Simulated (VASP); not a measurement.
Write the native input for VASP 6.6.1 that does the following.

| Item | Value |
| --- | --- |
| Task | single point |
| Functional | PBE |
| Potentials or basis | VASP PAW PBE potentials, release 64 (Si, C) |
| Cutoff | 520 eV |
| k mesh | 12 × 12 × 7 |
| Occupations | fermi-dirac, width 0.05 eV |
| Spin | no spin polarisation |
| Dipole correction | no |
| Further INCAR settings | ALGO = Normal; EDIFF = 1e-06; NBANDS = 16 |

The structure of SiC lies in POSCAR:

```
SiC
1.0
    3.0735139282      0.0000000000      0.0000000000
   -1.5367569641      2.6617411407      0.0000000000
    0.0000000000      0.0000000000      5.0452477100
Si C
2 2
Direct
    0.3333333300      0.6666666700      0.4996024000
    0.6666666700      0.3333333300      0.9996024000
    0.3333333300      0.6666666700      0.8753976000
    0.6666666700      0.3333333300      0.3753976000
```

These files were run (other wordings do the same):

INCAR

```
SYSTEM = SiC
ALGO = Normal
EDIFF = 1E-6
ENCUT = 520
GGA = PE
ISIF = 2
ISMEAR = -1
LASPH = .TRUE.
LCHARG = .FALSE.
LREAL = .FALSE.
LWAVE = .FALSE.
NBANDS = 16
NELM = 80
PREC = Accurate
SIGMA = 0.05
```

KPOINTS

```
k-points
0
G
  12 12 7
  0 0 0
```

Potentials or basis: VASP PAW PBE potentials, release 64 (Si, C).

Run with:

```console
$ cat potpaw_PBE.64/Si/POTCAR potpaw_PBE.64/C/POTCAR > POTCAR
$ mpirun -np 1 vasp_std > vasp.out
```

It gave:

```yaml
Pressure: 3.9 GPa
Band_gap_on_the_k_mesh: 2.27 eV, indirect (least direct gap 3.98 eV)
```

It took 62 s on 1 thread of AMD EPYC 7R13 (shared host), peak memory 0.18 GiB.
